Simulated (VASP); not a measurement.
# SnO2 (P4_2/mnm) in VASP: a series of runs, part 2 of 2

VASP 6.6.1. The steps go on from the part before.

## (4) Single point, PBE (strain -0.0300 x Voigt [1, 1, 0, 0, 0, 0])

Input file INCAR:

```
ALGO = Normal
EDIFF = 1E-6
ENCUT = 520
GGA = PE
ISIF = 2
ISMEAR = 0
LASPH = T
LCHARG = T
LELF = T
LREAL = F
LVHAR = T
LWAVE = F
NBANDS = 35
NELM = 100
PREC = Accurate
SIGMA = 0.05
```

Input file KPOINTS:

```
k-points
0
Gamma
  6 6 8
```

Input file POSCAR:

```
SnO2
1.0
    4.6828738467      0.0000000000      0.0000000000
    0.0000000000      4.6828738467      0.0000000000
    0.0000000000      0.0000000000      3.2379909407
Sn O
2 4
Direct
    0.0000000000      0.0000000000      0.0000000000
    0.5000000000      0.5000000000      0.5000000000
    0.3066050867      0.3066050867      0.0000000000
    0.1933949133      0.8066050867      0.5000000000
    0.6933949133      0.6933949133      0.0000000000
    0.8066050867      0.1933949133      0.5000000000
```

Potentials or basis: VASP PAW PBE potentials, release 64 (Sn_d, O).

Started as:

```
$ cat potpaw_PBE.64/Sn_d/POTCAR potpaw_PBE.64/O/POTCAR > POTCAR
$ mpirun -np 1 vasp_std > vasp.out
```

OUTCAR:

```text
EDIFF = 1E-6
   ENCUT = 520
   GGA = PE
   ISIF = 2
   ISMEAR = 0
   LASPH = T
   LREAL = F
   NELM = 100
   PREC = Accurate

 ion  position               nearest neighbor table
   1  0.000  0.000  0.000-   3 2.03   5 2.03   4 2.06   6 2.06   4 2.06   6 2.06   2 3.69   2 3.69
                             2 3.69   2 3.69   2 3.69   2 3.69   2 3.69   2 3.69
   2  0.500  0.500  0.500-   4 2.03   6 2.03   5 2.06   3 2.06   3 2.06   5 2.06   1 3.69   1 3.69
                             1 3.69   1 3.69   1 3.69   1 3.69   1 3.69   1 3.69
   3  0.307  0.307  0.000-   1 2.03   2 2.06   2 2.06
   4  0.193  0.807  0.500-   2 2.03   1 2.06   1 2.06
   5  0.693  0.693  0.000-   1 2.03   2 2.06   2 2.06
   6  0.807  0.193  0.500-   2 2.03   1 2.06   1 2.06

  LATTYP: Found a simple tetragonal cell.
 ALAT       =     4.6828738467
 C/A-ratio  =     0.6914538052

  Lattice vectors:

 A1 = (   4.6828738467,   0.0000000000,   0.0000000000)
 A2 = (   0.0000000000,   4.6828738467,   0.0000000000)
 A3 = (   0.0000000000,   0.0000000000,   3.2379909407)

Analysis of symmetry for initial positions (statically):
=====================================================================
 Subroutine PRICEL returns:
 Original cell was already a primitive cell.

 Routine SETGRP: Setting up the symmetry group for a
 simple tetragonal supercell.

 Subroutine GETGRP returns: Found 16 space group operations
 (whereof  8 operations were pure point group operations)
 out of a pool of 16 trial point group operations.

The static configuration has the point symmetry D_2h.
 The point group associated with its full space group is D_4h.

Analysis of symmetry for dynamics (positions and initial velocities):
=====================================================================
 Subroutine PRICEL returns:
 Original cell was already a primitive cell.

 Routine SETGRP: Setting up the symmetry group for a
 simple tetragonal supercell.

 Subroutine GETGRP returns: Found 16 space group operations
 (whereof  8 operations were pure point group operations)
 out of a pool of 16 trial point group operations.

The dynamic configuration has the point symmetry D_2h.
 The point group associated with its full space group is D_4h.

 Subroutine INISYM returns: Found 16 space group operations
 (whereof  8 operations are pure point group operations),
 and found     1 'primitive' translations

----------------------------------------------------------------------------------------

                                     Primitive cell

  volume of cell :      71.0069

  direct lattice vectors                    reciprocal lattice vectors
     4.682873847  0.000000000  0.000000000     0.213544083  0.000000000  0.000000000
     0.000000000  4.682873847  0.000000000     0.000000000  0.213544083  0.000000000
     0.000000000  0.000000000  3.237990941     0.000000000  0.000000000  0.308833477

  length of vectors
     4.682873847  4.682873847  3.237990941     0.213544083  0.213544083  0.308833477

  position of ions in fractional coordinates (direct lattice)
     0.000000000  0.000000000  0.000000000
     0.500000000  0.500000000  0.500000000
     0.306605087  0.306605087  0.000000000
     0.193394913  0.806605087  0.500000000
     0.693394913  0.693394913  0.000000000
[... 40 lines left out ...]
  0.166667  0.000000  0.000000      4.000000
  0.333333  0.000000  0.000000      4.000000
  0.500000  0.000000  0.000000      2.000000
  0.166667  0.166667  0.000000      4.000000
  0.333333  0.166667  0.000000      8.000000
[... 16 lines left out ...]
  0.333333  0.000000  0.250000      8.000000
  0.500000  0.000000  0.250000      4.000000
 [... further k-points ...]
   k-points           NKPTS =     50   k-points in BZ     NKDIM =     50   number of bands    NBANDS=     35
   number of dos      NEDOS =    301   number of ions     NIONS =      6
   total plane-waves  NPLWV =  31104
   dimension x,y,z NGX =    36 NGY =   36 NGZ =   24
   dimension x,y,z NGXF=    72 NGYF=   72 NGZF=   48
   ions per type =               2   4
   NGX,Y,Z   is equivalent  to a cutoff of  12.78, 12.78, 12.32 a.u.
   NGXF,Y,Z  is equivalent  to a cutoff of  25.56, 25.56, 24.64 a.u.
 SYSTEM =  unknown system
   PREC   = accura    normal or accurate (medium, high low for compatibility)
   ISTART =      0    job   : 0-new  1-cont  2-samecut
   ICHARG =      2    charge: 1-file 2-atom 10-const
   ISPIN  =      1    spin polarized calculation?
   LNONCOLLINEAR =      F non collinear calculations
   LSORBIT =      F    spin-orbit coupling
   LASPH  =      T    aspherical Exc in radial PAW
   ENCUT  =  520.0 eV  38.22 Ry    6.18 a.u.   8.71  8.71  6.02*2*pi/ulx,y,z
   NELM   =    100;   NELMIN=  2; NELMDL= -5     # of ELM steps
   EDIFF  = 0.1E-05   stopping-criterion for ELM
   LREAL  =      F    real-space projection
   EDIFFG = 0.1E-04   stopping-criterion for IOM
   NSW    =      0    number of steps for IOM
   IBRION =     -1    ionic relax: 0-MD 1-quasi-New 2-CG
   NFREE  =      0    steps in history (QN), initial steepest desc. (CG)
   ISIF   =      2    stress and relaxation
   ISYM   =      2    0-nonsym 1-usesym 2-fastsym
   POTIM  = 0.5000    time-step for ionic-motion
   TEBEG  =    0.0;   TEEND  =   0.0 temperature during run
   PSTRESS=    0.0 pullay stress
   NELECT =      52.0000    total number of electrons
   NUPDOWN=      -1.0000    fix difference up-down
   EMIN   =  10.00;   EMAX   =-10.00  energy-range for DOS
   EFERMI =   0.00;   METHOD = LEGACY
   ISMEAR =     0;   SIGMA  =   0.05  broadening in eV -4-tet -1-fermi 0-gaus
   EFERMI_NEDOS =   21; number of points for ismear=-14 and -15
   IALGO  =     38    algorithm
   IMIX   =      4    mixing-type and parameters
     AMIX     =   0.40;   BMIX     =  1.00
     AMIX_MAG =   1.60;   BMIX_MAG =  1.00
  volume/ion in A,a.u.               =      11.83        79.86
  Fermi-wavevector in a.u.,A,eV,Ry     =   1.475624  2.788525 29.626233  2.177467
  Thomas-Fermi vector in A             =   2.590251
   LORBIT       =      0    0 simple, 1 ext, 2 COOP (PROOUT), +10 PAW based schemes
   GGA     = PE    functional components
   LHFCALC =     F    Hartree Fock is set to
   AEXX    =    0.0000 exact exchange contribution
   IVDW    =     0    specifies the selected vdW correction
   LEPSILON=     F    determine dielectric tensor
   LRPA    =     F    only Hartree local field effects (RPA)
 non-spin polarized calculation
 Gauss-broadening in eV      SIGMA  =   0.05
  energy-cutoff  :      520.00
  volume of cell :       71.01
 maximum number of plane-waves:      1952
 NGX is ok and might be reduce to    36
   NGX = 17   NGY = 17   NGZ = 13

 number of electron      51.9999995 magnetization

 Free energy of the ion-electron system (eV)
  ---------------------------------------------------
  ext. energy  EPLUGINS =         0.00000000
  ---------------------------------------------------
  free energy    TOTEN  =       -37.12328850 eV

  energy without entropy =      -37.12328850  energy(sigma->0) =      -37.12328850

 E-fermi :   6.4429     XC(G=0): -11.3111

 val. band max:        6.2371216667   @ k =   0.0000   0.0000   0.0000
 cond. band min:       7.4964914754   @ k =   0.0000   0.0000   0.0000
 fundamental gap:      1.2593698087
 Fermi energy:         6.4428528309

 k-point     1 :       0.0000    0.0000    0.0000
  band No.  band energies     occupation
      1     -14.8649      2.00000
      2     -14.0124      2.00000
      3     -13.7977      2.00000
      4     -13.7735      2.00000
      5     -13.7735      2.00000
      6     -13.7506      2.00000
[... 901 lines left out ...]
     34      18.8296      0.00000
     35      18.9148      0.00000

 [... further k-points ...]

------------------------ aborting loop because EDIFF is reached ----------------------------------------

  FORCE on cell =-STRESS in cart. coord.  units (eV):
  Direction    XX          YY          ZZ          XY          YZ          ZX
  --------------------------------------------------------------------------------------
  -------------------------------------------------------------------------------------
  Total        5.8930687      5.8930687      4.6024492     -0.0000000      0.0000000      0.0000000
  in kB      132.9693474    132.9693474    103.8482154     -0.0000000      0.0000000      0.0000000
  external PRESSURE =     123.2623034 kB  Pullay stress =       0.0000000 kB

 VOLUME and BASIS-vectors are now :
 -----------------------------------------------------------------------------
  energy-cutoff  :      520.00
  volume of cell :       71.01
      direct lattice vectors                 reciprocal lattice vectors
     4.682873847  0.000000000  0.000000000     0.213544083  0.000000000  0.000000000
     0.000000000  4.682873847  0.000000000     0.000000000  0.213544083  0.000000000
     0.000000000  0.000000000  3.237990941     0.000000000  0.000000000  0.308833477

 POSITION                                       TOTAL-FORCE (eV/Angst)
 -----------------------------------------------------------------------------------
      0.00000      0.00000      0.00000         0.000000     -0.000000      0.000000
      2.34144      2.34144      1.61900         0.000000     -0.000000      0.000000
      1.43579      1.43579      0.00000        -0.065438     -0.065438     -0.000000
      0.90564      3.77723      1.61900         0.065438     -0.065438     -0.000000
      3.24708      3.24708      0.00000         0.065438      0.065438      0.000000
      3.77723      0.90564      1.61900        -0.065438      0.065438      0.000000
 -----------------------------------------------------------------------------------
    total drift:                                0.000000      0.000000      0.000000

  FREE ENERGIE OF THE ION-ELECTRON SYSTEM (eV)
  ---------------------------------------------------
  free  energy   TOTEN  =       -37.1232884977 eV

  energy  without entropy=      -37.1232884977  energy(sigma->0) =      -37.12328850
```

stdout:

```text
POSCAR found type information on POSCAR SnO
 POSCAR found :  2 types and       6 ions
 scaLAPACK will be used
 LDA part: xc-table for (Slater+PW92), standard interpolation
 POSCAR, INCAR and KPOINTS ok, starting setup
 FFT: planning ... GRIDC
 FFT: planning ... GRID_SOFT
 FFT: planning ... GRID
 WAVECAR not read
 entering main loop
```

Run time: 2.3 min. Hardware: 1 thread of Intel Xeon 8259CL, shared host; peak memory 0.23 GiB.

What came out:

```yaml
Free_energy: -37.1233 eV
Pressure: 12.3 GPa
Largest_force: 0.093 eV/Å
Band_gap_on_the_k_mesh: 1.26 eV
```

Forces on the atoms (eV/Å):
```
Sn   0.000  0.000  0.000
Sn   0.000  0.000  0.000
O   -0.065 -0.065  0.000
O    0.065 -0.065  0.000
O    0.065  0.065  0.000
O   -0.065  0.065  0.000
```

Stress tensor (GPa, compression positive):
```
13.30  0.00  0.00
 0.00 13.30  0.00
 0.00  0.00 10.38
```

Caveat: the cell differs from its parent crystal (strain -0.0300 x Voigt [1, 1, 0, 0, 0, 0]); the cell stands under pressure; spin-orbit coupling is left out, which moves the levels of the heavy elements.

## (5) Single point, PBE (strain -0.0150 x Voigt [1, 1, 0, 0, 0, 0])

Input file INCAR:

```
SYSTEM = SnO2
PREC     = Accurate       ! precision mode
ENCUT    = 520            ! plane-wave cutoff, eV
EDIFF    = 1E-6           ! SCF threshold, eV
ISMEAR   = 0              ! smearing method
SIGMA    = 0.05           ! smearing width, eV
LREAL    = .False.        ! projectors in reciprocal space
LASPH    = .True.         ! aspherical terms in the spheres
NELM     = 80             ! most SCF steps
ALGO     = Normal         ! electronic algorithm
ISIF     = 2              ! what is computed and relaxed
LWAVE    = .False.        ! write WAVECAR
LCHARG   = .True.         ! write CHGCAR
GGA      = PE             ! functional
LELF     = .True.         ! ELF
LVHAR    = .True.       
NBANDS   = 35             ! bands
```

Input file KPOINTS:

```
regular mesh
0
Gamma
  6 6 8
  0 0 0
```

POSCAR: that of step 4 with these lines changed.

```diff
@@ -2,4 +2,4 @@
 1.0
-    4.6828738467      0.0000000000      0.0000000000
-    0.0000000000      4.6828738467      0.0000000000
+    4.7552894217      0.0000000000      0.0000000000
+    0.0000000000      4.7552894217      0.0000000000
     0.0000000000      0.0000000000      3.2379909407
```

Started as:

```
$ cat potpaw_PBE.64/Sn_d/POTCAR potpaw_PBE.64/O/POTCAR > POTCAR
$ mpirun -np 1 vasp_std > vasp.out
```

It took 2.5 min on 1 thread of Intel Xeon 8259CL, shared host; peak memory 0.24 GiB.

The run converged. Its results:

| Property | Result |
| --- | --- |
| Free energy | -37.2609 eV |
| Pressure | 6.0 GPa |
| Largest force | 0.077 eV/Å |
| Band gap on the k mesh | 0.95 eV |

Forces on the atoms (eV/Å):
```
Sn   0.000  0.000  0.000
Sn   0.000  0.000  0.000
O   -0.054 -0.054  0.000
O    0.054 -0.054  0.000
O    0.054  0.054  0.000
O   -0.054  0.054  0.000
```

Stress tensor (GPa, compression positive):
```
6.37 0.00 0.00
0.00 6.37 0.00
0.00 0.00 5.23
```

Levels at points of the mesh, in eV from the valence-band top:
| k point | band 24 | band 25 | band 26 | band 27 | band 28 | band 29 |
| --- | --- | --- | --- | --- | --- | --- |
| (0.00, 0.00, 0.00) | -0.75 | -0.75 | 0.00 | 0.95 | 5.84 | 6.13 |
| (0.50, 0.00, 0.00) | -1.22 | -0.61 | -0.61 | 4.18 | 4.18 | 6.87 |
| (0.50, 0.50, 0.00) | -1.35 | -0.85 | -0.85 | 4.55 | 4.55 | 7.30 |
| (0.00, 0.00, 0.50) | -1.61 | -1.22 | -1.22 | 5.91 | 5.91 | 9.63 |
| (0.50, 0.00, 0.50) | -1.05 | -0.69 | -0.69 | 6.20 | 6.20 | 7.93 |
| (0.50, 0.50, 0.50) | -0.93 | -0.79 | -0.79 | 4.66 | 4.66 | 8.78 |

Caveat: the cell differs from its parent crystal (strain -0.0150 x Voigt [1, 1, 0, 0, 0, 0]); the cell stands under pressure; spin-orbit coupling is left out, which moves the levels of the heavy elements.

## (6) Overview

```csv
cell,gap on the mesh (eV),pressure (GPa),largest force (eV/Å)
"a = 4.538, b = 4.538, c = 3.238 Å, 6 atoms",1.95,28.4,0.03
"a = 4.610, b = 4.610, c = 3.238 Å, 6 atoms",1.59,19.7,0.06
"a = 4.683, b = 4.683, c = 3.238 Å, 6 atoms",1.26,12.3,0.09
"a = 4.755, b = 4.755, c = 3.238 Å, 6 atoms",0.95,6.0,0.08
```

Alike in all rows: task single point; level PBE; potentials or basis VASP PAW PBE potentials, release 64 (Sn_d, O); no spin polarisation; k mesh 6 × 6 × 8; cutoff (eV) 520; smearing gaussian 0.05 eV.

Caveats: spin-orbit coupling is left out, which moves the levels of the heavy elements; the cell stands under pressure (at least some runs); the stress differs along the axes, from 23 to 31 GPa (at least some runs); the stress differs along the axes, from 16 to 21 GPa (at least some runs).

Absolute energies hang on the potentials; compare differences alone.
